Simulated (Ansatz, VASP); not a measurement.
# AlN: VASP beside Ansatz

File INCAR:

```
PREC = Accurate
ENCUT = 520
EDIFF = 1E-6
ISMEAR = 0
SIGMA = 0.02
LREAL = False
LASPH = True
NELM = 80
ALGO = Normal
ISIF = 2
LWAVE = False
LCHARG = False
GGA = PS
NBANDS = 16
```

Contents of KPOINTS:

```
Automatic mesh
0
Gamma
  9 9 6
```

POSCAR

```
AlN
1.0
    3.1110021516      0.0000000000      0.0000000000
   -1.5555010758      2.6942068945      0.0000000000
    0.0000000000      0.0000000000      4.9780000000
Al N
2 2
Direct
    0.3333333333      0.6666666667      0.0000000000
    0.7084229254      0.4168458506      0.5000000000
    0.3333333333      0.6666666667      0.3850000000
    0.6666666667      0.3333333333      0.8850000000
```

Input for Ansatz:

```yaml
crystal:
  lattice:
    - [3.1110021516, 0.0, 0.0]
    - [-1.5555010758, 2.6942068945, 0.0]
    - [0.0, 0.0, 4.978]
  atoms:
    - { symbol: Al, position: [0.3333333333, 0.6666666667, 0.0] }
    - { symbol: Al, position: [0.7084229254, 0.4168458506, 0.5] }
    - { symbol: "N", position: [0.3333333333, 0.6666666667, 0.385] }
    - { symbol: "N", position: [0.6666666667, 0.3333333333, 0.885] }
basis:
  ecutwfc: 420
kpoints:
  mp_grid: { grid: [9, 9, 6] }
hamiltonian:
  xc: pbesol
scf:
  occupations: { method: gaussian, width: 0.02 }
output:
  forces: true
  stress: true
  eigenvalues: true
  write_density: true
  write_potential: true
  elf: true
  volumetric_format: npy
```

Change from the starting cell: one atom moved.

Alike in both runs: task single point; functional PBEsol; k mesh 9 × 9 × 6; occupations gaussian, width 0.02 eV; no spin polarisation.

```csv
,VASP,Ansatz
version,VASP 6.6.1,Ansatz 0.2.0
potentials or method,"VASP PAW PBE potentials, release 64 (Al, N), cutoff 520 eV","scalar-relativistic, plane waves, PAW"
valence electrons in the cell,16,16
```

VASP gave:

| Property | Result |
| --- | --- |
| gap on the k mesh at the Fermi level (eV) | 3.87 |
| least direct gap on the mesh (eV) | 3.87 |
| pressure (GPa) | 3.2 |
| traceless stress, the component that is largest in VASP (GPa) | 9.11 |
| rms of the force components (eV/Å) | 1.008 |

Problem. Estimate Ansatz's values.

Solution. gap on the k mesh at the Fermi level (eV): 3.85; least direct gap on the mesh (eV): 3.85; pressure (GPa): 3.2; traceless stress, the component that is largest in VASP (GPa): 8.95; rms of the force components (eV/Å): 0.998.

VASP's potentials were made for PBE, not for PBEsol. Atom by atom the forces differ by 0.010 eV/Å (rms over components).
